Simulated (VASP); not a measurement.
# S (Im-3m) in VASP: a series of runs

The runs below take S through relaxation of cell and atoms, with PBE.

All numbers are computed with VASP 6.6.1; they aren't measurements. Logs are shortened: lines on timing, memory, paths and dates and some standing lists are left out, and cuts for length are marked.

## Step 1: The cell of the first run

The structure is cubic, space group Im-3m (No. 229). Conventional cell: a = 2.814 Å, b = 2.814 Å, c = 2.814 Å, α = 90.00°, β = 90.00°, γ = 90.00°. S (site symmetry m-3m) has 14 S at 2.44 to 2.81 Å within 3.2 Å.

This isn't the form of S at room conditions, which is orthorhombic, of S8 rings.

## Step 2: Relaxation of cell and atoms, PBE, target pressure 58 GPa, at which the enthalpy is minimised

Contents of INCAR:

```
SYSTEM = S
  PREC = Accurate
  ENCUT = 600
  EDIFF = 1E-6
  ISMEAR = -1
  SIGMA = 0.08
  LREAL = .False.
  LASPH = .True.
  NELM = 60
  ALGO = Normal
  ISIF = 3
  LWAVE = .False.
  LCHARG = .False.
  GGA = PE
  IBRION = 2
  NSW = 60
  EDIFFG = -0.005
  PSTRESS = 580.0
```

Contents of KPOINTS:

```
regular mesh
0
Gamma
  19 19 19
  0 0 0
```

Contents of POSCAR:

```
S
1.0
   -1.4068160940      1.4068160940      1.4068160940
    1.4068160940     -1.4068160940      1.4068160940
    1.4068160940      1.4068160940     -1.4068160940
S
1
Direct
    0.0000000000      0.0000000000      0.0000000000
```

Potentials or basis: VASP PAW PBE potentials, release 64 (S).

Launch:

```bash
$ cat potpaw_PBE.64/S/POTCAR > POTCAR
$ mpirun -np 1 vasp_std > vasp.out
```

OUTCAR:

```text
SYSTEM = S
   PREC = Accurate
   ENCUT = 600
   EDIFF = 1E-6
   ISMEAR = -1
   LREAL = .False.
   LASPH = .True.
   NELM = 60
   ISIF = 3
   GGA = PE
   IBRION = 2
   NSW = 60
   EDIFFG = -0.005
   PSTRESS = 580.0

 ion  position               nearest neighbor table
   1  0.000  0.000  0.000-

  LATTYP: Found a body centered cubic cell.
 ALAT       =     2.8136321880

  Lattice vectors:

 A1 = (  -1.4068160940,   1.4068160940,   1.4068160940)
 A2 = (   1.4068160940,  -1.4068160940,   1.4068160940)
 A3 = (   1.4068160940,   1.4068160940,  -1.4068160940)

Analysis of symmetry for initial positions (statically):
=====================================================================
 Subroutine PRICEL returns:
 Original cell was already a primitive cell.

 Routine SETGRP: Setting up the symmetry group for a
 body centered cubic supercell.

 Subroutine GETGRP returns: Found 48 space group operations
 (whereof 48 operations were pure point group operations)
 out of a pool of 48 trial point group operations.

The static configuration has the point symmetry O_h .

Analysis of symmetry for dynamics (positions and initial velocities):
=====================================================================
 Subroutine PRICEL returns:
 Original cell was already a primitive cell.

 Routine SETGRP: Setting up the symmetry group for a
 body centered cubic supercell.

 Subroutine GETGRP returns: Found 48 space group operations
 (whereof 48 operations were pure point group operations)
 out of a pool of 48 trial point group operations.

The dynamic configuration has the point symmetry O_h .

 Subroutine INISYM returns: Found 48 space group operations
 (whereof 48 operations are pure point group operations),
 and found     1 'primitive' translations

----------------------------------------------------------------------------------------

                                     Primitive cell

  volume of cell :      11.1371

  direct lattice vectors                    reciprocal lattice vectors
    -1.406816094  1.406816094  1.406816094     0.000000000  0.355412482  0.355412482
     1.406816094 -1.406816094  1.406816094     0.355412482  0.000000000  0.355412482
     1.406816094  1.406816094 -1.406816094     0.355412482  0.355412482  0.000000000

  length of vectors
     2.436676952  2.436676952  2.436676952     0.502629153  0.502629153  0.502629153

  position of ions in fractional coordinates (direct lattice)
     0.000000000  0.000000000  0.000000000

  ion indices of the primitive-cell ions
   primitive index   ion index
                 1           1

----------------------------------------------------------------------------------------

 KPOINTS: regular mesh

Automatic generation of k-mesh.
 Grid dimensions read from file:
 generate k-points for:   19   19   19

 Generating k-lattice:

  Cartesian coordinates                     Fractional coordinates (reciprocal lattice)
     0.000000000  0.018705920  0.018705920     0.052631579  0.000000000  0.000000000
     0.018705920  0.000000000  0.018705920     0.000000000  0.052631579  0.000000000
     0.018705920  0.018705920  0.000000000     0.000000000  0.000000000  0.052631579

  Length of vectors
     0.026454166  0.026454166  0.026454166

  Shift w.r.t. Gamma in fractional coordinates (k-lattice)
     0.000000000  0.000000000  0.000000000

 Subroutine IBZKPT returns following result:
 ===========================================

 Found    220 irreducible k-points:

 Following reciprocal coordinates:
            Coordinates               Weight
  0.000000  0.000000  0.000000      1.000000
  0.052632  0.000000  0.000000     12.000000
  0.105263  0.000000  0.000000     12.000000
  0.157895  0.000000  0.000000     12.000000
  0.210526  0.000000  0.000000     12.000000
  0.263158  0.000000  0.000000     12.000000
[... 16 lines left out ...]
  0.263158  0.105263  0.000000     48.000000
  0.315789  0.105263  0.000000     48.000000
 [... further k-points ...]
   k-points           NKPTS =    220   k-points in BZ     NKDIM =    220   number of bands    NBANDS=      7
   number of dos      NEDOS =    301   number of ions     NIONS =      1
   total plane-waves  NPLWV =   8000
   dimension x,y,z NGX =    20 NGY =   20 NGZ =   20
   dimension x,y,z NGXF=    40 NGYF=   40 NGZF=   40
   ions per type =               1
   NGX,Y,Z   is equivalent  to a cutoff of  13.65, 13.65, 13.65 a.u.
   NGXF,Y,Z  is equivalent  to a cutoff of  27.29, 27.29, 27.29 a.u.
 SYSTEM =  S
   PREC   = accura    normal or accurate (medium, high low for compatibility)
   ISTART =      0    job   : 0-new  1-cont  2-samecut
   ICHARG =      2    charge: 1-file 2-atom 10-const
   ISPIN  =      1    spin polarized calculation?
   LNONCOLLINEAR =      F non collinear calculations
   LSORBIT =      F    spin-orbit coupling
   LASPH  =      T    aspherical Exc in radial PAW
   ENCUT  =  600.0 eV  44.10 Ry    6.64 a.u.   4.87  4.87  4.87*2*pi/ulx,y,z
   NELM   =     60;   NELMIN=  2; NELMDL= -5     # of ELM steps
   EDIFF  = 0.1E-05   stopping-criterion for ELM
   LREAL  =      F    real-space projection
   EDIFFG = -.5E-02   stopping-criterion for IOM
   NSW    =     60    number of steps for IOM
   IBRION =      2    ionic relax: 0-MD 1-quasi-New 2-CG
   NFREE  =      1    steps in history (QN), initial steepest desc. (CG)
   ISIF   =      3    stress and relaxation
   ISYM   =      2    0-nonsym 1-usesym 2-fastsym
   POTIM  = 0.5000    time-step for ionic-motion
   TEBEG  =    0.0;   TEEND  =   0.0 temperature during run
   PSTRESS=  580.0 pullay stress
   NELECT =       6.0000    total number of electrons
   NUPDOWN=      -1.0000    fix difference up-down
   EMIN   =  10.00;   EMAX   =-10.00  energy-range for DOS
   EFERMI =   0.00;   METHOD = LEGACY
   ISMEAR =    -1;   SIGMA  =   0.08  broadening in eV -4-tet -1-fermi 0-gaus
   EFERMI_NEDOS =   21; number of points for ismear=-14 and -15
   IALGO  =     38    algorithm
   IMIX   =      4    mixing-type and parameters
     AMIX     =   0.40;   BMIX     =  1.00
     AMIX_MAG =   1.60;   BMIX_MAG =  1.00
  volume/ion in A,a.u.               =      11.14        75.16
  Fermi-wavevector in a.u.,A,eV,Ry     =   1.332093  2.517291 24.143159  1.774472
  Thomas-Fermi vector in A             =   2.461054
   LORBIT       =      0    0 simple, 1 ext, 2 COOP (PROOUT), +10 PAW based schemes
   GGA     = PE    functional components
   LHFCALC =     F    Hartree Fock is set to
   AEXX    =    0.0000 exact exchange contribution
   IVDW    =     0    specifies the selected vdW correction
   LEPSILON=     F    determine dielectric tensor
   LRPA    =     F    only Hartree local field effects (RPA)
 conjugate gradient relaxation of ions
 non-spin polarized calculation
  energy-cutoff  :      600.00
  volume of cell :       11.14
 maximum number of plane-waves:       380
   NGX =  9   NGY =  9   NGZ =  9

--------------------------------------- Ionic step        1  -------------------------------------------

 number of electron       6.0000000 magnetization

 Free energy of the ion-electron system (eV)
  ---------------------------------------------------
  ext. energy  EPLUGINS =         0.00000000
  ---------------------------------------------------
  free energy    TOTEN  =        -2.37828135 eV

  energy without entropy =       -2.36663204  energy(sigma->0) =       -2.37245670

------------------------ aborting loop because EDIFF is reached ----------------------------------------

  FORCE on cell =-STRESS in cart. coord.  units (eV):
  Direction    XX          YY          ZZ          XY          YZ          ZX
  --------------------------------------------------------------------------------------
  -------------------------------------------------------------------------------------
  Total        4.0372876      4.0372876      4.0372876     -0.0000000      0.0000000     -0.0000000
  in kB      580.8022509    580.8022509    580.8022509     -0.0000000      0.0000000     -0.0000000
  external PRESSURE =       0.8022509 kB  Pullay stress =     580.0000000 kB
[... 59 lines left out ...]
  enthalpy is  TOTEN    =         1.6534311676 eV   P V=        4.0349657792

--------------------------------------- Ionic step        3  -------------------------------------------

 number of electron       6.0000000 magnetization

 Free energy of the ion-electron system (eV)
  ---------------------------------------------------
  ext. energy  EPLUGINS =         0.00000000
  ---------------------------------------------------
  free energy    TOTEN  =        -2.37950786 eV

  energy without entropy =       -2.36785637  energy(sigma->0) =       -2.37368211

 E-fermi :  13.6478     XC(G=0): -12.8958

 val. band max:       13.6230796529   @ k =  -0.4737   0.4737   0.0526
 cond. band min:      13.6541875463   @ k =   0.2632   0.2105   0.0526
 fundamental gap:      0.0311078934
 Fermi energy:        13.6477516640

 k-point     1 :       0.0000    0.0000    0.0000
  band No.  band energies     occupation
      1      -7.5843      2.00000
      2      19.0294      0.00000
      3      19.0294      0.00000
      4      19.0294      0.00000
      5      26.0110      0.00000
      6      26.0110      0.00000
      7      26.0110      0.00000
[... 221 lines left out ...]
 k-point    24 :       0.3158    0.1053    0.0000
  band No.  band energies     occupation
      1      -2.7304      2.00000
      2       6.4722      2.00000
      3      12.8431      1.99991
      4      16.2578      0.00000
      5      22.3362      0.00000
      6      24.2316      0.00000
      7      30.5575      0.00000

 [... further k-points ...]

------------------------ aborting loop because EDIFF is reached ----------------------------------------

  FORCE on cell =-STRESS in cart. coord.  units (eV):
  Direction    XX          YY          ZZ          XY          YZ          ZX
  --------------------------------------------------------------------------------------
  -------------------------------------------------------------------------------------
  Total        4.0333662      4.0333662      4.0333662     -0.0000000      0.0000000     -0.0000000
  in kB      580.0617486    580.0617486    580.0617486     -0.0000000      0.0000000     -0.0000000
  external PRESSURE =       0.0617486 kB  Pullay stress =     580.0000000 kB
[... 16 lines left out ...]
  FREE ENERGIE OF THE ION-ELECTRON SYSTEM (eV)
  ---------------------------------------------------
  free  energy   TOTEN  =        -2.3795078556 eV

  energy  without entropy=       -2.3678563676  energy(sigma->0) =       -2.37368211

  enthalpy is  TOTEN    =         1.6534289821 eV   P V=        4.0329368377

 reached required accuracy - stopping structural energy minimisation
```

It took 18 s on 1 thread of Intel Xeon Platinum 8259CL at 2.50GHz (Skylake/Cascade Lake), shared host; peak memory 0.13 GiB.

What came out:

* Free energy: -2.3795 eV
* Relaxed volume: 11.14 Å³/atom
* Relaxed cell: a = 2.437 Å, b = 2.437 Å, c = 2.437 Å, α = 109.47°, β = 109.47°, γ = 109.47°
* Space group after relaxing (to 0.1 Å): Im-3m (No. 229)
* Energy change on relaxing (the run minimises the enthalpy): -1.2 meV/atom
* Ionic steps: 3
* Pressure after relaxing: 58.0 GPa
* Band gap on the k mesh: zero (bands 3 and 4 overlap by 11.22 eV)

The path:
```
step  energy change (eV)  largest force (eV/Å)  pressure (GPa)  volume (Å³)
   1              0.0000                0.0000           58.08        11.14
   2             -0.0033                0.0000           57.87        11.15
   3             -0.0012                0.0000           58.01        11.14
```

Final structure:
```
CELL_PARAMETERS angstrom
-1.40696 1.40696 1.40696
1.40696 -1.40696 1.40696
1.40696 1.40696 -1.40696
ATOMIC_POSITIONS crystal
S 0.00000 0.00000 0.00000
```

Levels at points of the mesh, in eV from the Fermi level:
```csv
k point,band 1,band 2,band 3,band 4,band 5,band 6
"(0.00, 0.00, 0.00)",-21.23,5.38,5.38,5.38,12.36,12.36
```

Caveat: the cell is relaxed towards a set pressure, so the run minimises the enthalpy, not the energy.

## Step 3: Relaxation of cell and atoms, PBE, target pressure 58 GPa, at which the enthalpy is minimised

This run uses another cell than the first one, of 11.16 Å³/atom.

Contents of INCAR:

```
PREC = Accurate
ENCUT = 600
EDIFF = 1E-6
ISMEAR = -1
SIGMA = 0.08
LREAL = F
LASPH = T
NELM = 80
ALGO = Normal
ISIF = 3
LWAVE = F
LCHARG = F
GGA = PE
IBRION = 2
NSW = 32
EDIFFG = -0.005
PSTRESS = 580.0
```

Contents of KPOINTS:

```
Automatic mesh
0
Gamma
  19 19 19
```

Contents of POSCAR:

```
S
1.0
   -1.4079760442      1.4079760442      1.4079760442
    1.4079760442     -1.4079760442      1.4079760442
    1.4079760442      1.4079760442     -1.4079760442
S
1
Direct
    0.0000000000      0.0000000000      0.0000000000
```

Potentials or basis: VASP PAW PBE potentials, release 64 (S).

Launch:

```bash
$ cat potpaw_PBE.64/S/POTCAR > POTCAR
$ mpirun -np 1 vasp_std > vasp.out
```

OUTCAR:

```text
PREC = Accurate
   ENCUT = 600
   EDIFF = 1E-6
   ISMEAR = -1
   LREAL = F
   LASPH = T
   NELM = 80
   ISIF = 3
   GGA = PE
   IBRION = 2
   NSW = 32
   EDIFFG = -0.005
   PSTRESS = 580.0

 ion  position               nearest neighbor table
   1  0.000  0.000  0.000-

  LATTYP: Found a body centered cubic cell.
 ALAT       =     2.8159520884

  Lattice vectors:

 A1 = (  -1.4079760442,   1.4079760442,   1.4079760442)
 A2 = (   1.4079760442,  -1.4079760442,   1.4079760442)
 A3 = (   1.4079760442,   1.4079760442,  -1.4079760442)

Analysis of symmetry for initial positions (statically):
=====================================================================
 Subroutine PRICEL returns:
 Original cell was already a primitive cell.

[... 250 lines left out ...]

 E-fermi :  13.6477     XC(G=0): -12.8957

 val. band max:       13.6230421498   @ k =  -0.4737   0.4737   0.0526
 cond. band min:      13.6541453334   @ k =   0.2632   0.2105   0.0526
 fundamental gap:      0.0311031836
 Fermi energy:        13.6477028402

 k-point     1 :       0.0000    0.0000    0.0000
  band No.  band energies     occupation
      1      -7.5843      2.00000
      2      19.0293      0.00000
      3      19.0293      0.00000
      4      19.0293      0.00000
      5      26.0110      0.00000
      6      26.0110      0.00000
      7      26.0110      0.00000
[... 221 lines left out ...]
 k-point    24 :       0.3158    0.1053   -0.0000
  band No.  band energies     occupation
      1      -2.7304      2.00000
      2       6.4722      2.00000
      3      12.8430      1.99991
      4      16.2578      0.00000
      5      22.3361      0.00000
      6      24.2315      0.00000
      7      30.5574      0.00000

 [... further k-points ...]

------------------------ aborting loop because EDIFF is reached ----------------------------------------

  FORCE on cell =-STRESS in cart. coord.  units (eV):
  Direction    XX          YY          ZZ          XY          YZ          ZX
  --------------------------------------------------------------------------------------
  -------------------------------------------------------------------------------------
  Total        4.0332635      4.0332635      4.0332635     -0.0000000     -0.0000000      0.0000000
  in kB      580.0445325    580.0445325    580.0445325     -0.0000000     -0.0000000      0.0000000
  external PRESSURE =       0.0445325 kB  Pullay stress =     580.0000000 kB
[... 20 lines left out ...]
  energy  without entropy=       -2.3678805215  energy(sigma->0) =       -2.37370624

  enthalpy is  TOTEN    =         1.6534218784 eV   P V=        4.0329538381

 reached required accuracy - stopping structural energy minimisation
```

OSZICAR:

```text
N       E                     dE             d eps       ncg     rms          rms(c)
DAV:   1     0.914736493517E+01    0.91474E+01   -0.35453E+03  3185   0.844E+02
DAV:   2    -0.226518787140E+01   -0.11413E+02   -0.10944E+02  4501   0.879E+01
[... 15 lines left out ...]
   2 F= 0.16535755E+01 E0= 0.16593872E+01  d E =0.108550E-03
       N       E                     dE             d eps       ncg     rms          rms(c)
DAV:   1    -0.237970518123E+01   -0.16302E-01   -0.61764E-03  3122   0.577E-01    0.141E-01
DAV:   2    -0.237958072867E+01    0.12445E-03   -0.12221E-04  3682   0.103E-01    0.834E-02
DAV:   3    -0.237953352186E+01    0.47207E-04   -0.12247E-04  3262   0.774E-02    0.292E-02
DAV:   4    -0.237953185319E+01    0.16687E-05   -0.59128E-07  3129   0.779E-03    0.129E-03
DAV:   5    -0.237953195970E+01   -0.10650E-06   -0.36980E-08  1869   0.162E-03
   3 F= 0.16534219E+01 E0= 0.16592476E+01  d E =-.450575E-04
```

CONTCAR:

```text
S
   1.00000000000000
    -1.4069606444612706    1.4069606444612706    1.4069606444612706
     1.4069606444612706   -1.4069606444612706    1.4069606444612706
     1.4069606444612706    1.4069606444612706   -1.4069606444612706
  S
     1
Direct
     0.0000000000000000    0.0000000000000000    0.0000000000000000

  0.00000000E+00  0.00000000E+00  0.00000000E+00
```

Wall time 21 s (1 thread of Intel Xeon Platinum 8259CL at 2.50GHz (Skylake/Cascade Lake), shared host); peak memory 0.13 GiB.

Results:

```yaml
Free_energy: -2.3795 eV
Relaxed_volume: 11.14 Å³/atom
Relaxed_cell: a = 2.437 Å, b = 2.437 Å, c = 2.437 Å, α = 109.47°, β = 109.47°, γ = 109.47°
Space_group_after_relaxing_to_0.1_Å: Im-3m (No. 229)
Energy_change_on_relaxing_the_run_minimises_the_enthalpy: +8.7 meV/atom
Ionic_steps: 3
Pressure_after_relaxing: 58.0 GPa
Band_gap_on_the_k_mesh: zero (bands 3 and 4 overlap by 11.22 eV)
```

The path:
```csv
step,energy change (eV),largest force (eV/Å),pressure (GPa),volume (Å³)
1,0.0000,0.0000,57.39,11.16
2,0.0248,0.0000,59.12,11.10
3,0.0087,0.0000,58.00,11.14
```

Final structure:
```xyz
1
Lattice="-1.4070 1.4070 1.4070 1.4070 -1.4070 1.4070 1.4070 1.4070 -1.4070" Properties=species:S:1:pos:R:3 pbc="T T T"
S     0.0000    0.0000    0.0000
```

Caveat: the cell is relaxed towards a set pressure, so the run minimises the enthalpy, not the energy.

The gap in the log of VASP goes by the Fermi energy; the results here count the filled bands.